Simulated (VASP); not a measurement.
Write the native input for VASP 6.6.1 that does the following.

* Task: single point
* Functional: LDA
* Potentials or basis: VASP PAW LDA potentials, release 64 (Cd, Ag)
* Cutoff: 520 eV
* k mesh: 12 × 12 × 12
* Occupations: fermi-dirac, width 0.15 eV
* Spin: no spin polarisation
* Dipole correction: no
* Further INCAR settings: ALGO = Normal; EDIFF = 1e-06; NBANDS = 18

The structure of CdAg lies in POSCAR:

```
CdAg
1.0
    3.2645240347      0.0000000000      0.0000000000
    0.0000000000      3.2645240347      0.0000000000
    0.0000000000      0.0000000000      3.2645240347
Cd Ag
1 1
Direct
    0.5000000000      0.5000000000      0.5000000000
    0.0000000000      0.0000000000      0.0000000000
```

One way to write it, as run:

INCAR

```
SYSTEM = CdAg
ALGO = Normal
EDIFF = 1E-6
ENCUT = 520
GGA = CA
ISIF = 2
ISMEAR = -1
LASPH = .True.
LCHARG = .False.
LREAL = .False.
LWAVE = .False.
NBANDS = 18
NELM = 80
PREC = Accurate
SIGMA = 0.15
```

KPOINTS

```
k-points
0
Gamma
  12 12 12
  0 0 0
```

Potentials or basis: VASP PAW LDA potentials, release 64 (Cd, Ag).

The run is started by

```console
$ cat potpaw_LDA.64/Cd/POTCAR potpaw_LDA.64/Ag/POTCAR > POTCAR
$ mpirun -np 1 vasp_std > vasp.out
```

Results of the run:

```json
{"Pressure": "0.8 GPa"}
```

Wall time 37 s on 1 thread of AMD EPYC 7R43 64-Core Processor (Zen 3) (shared host), peak memory 0.13 GiB.
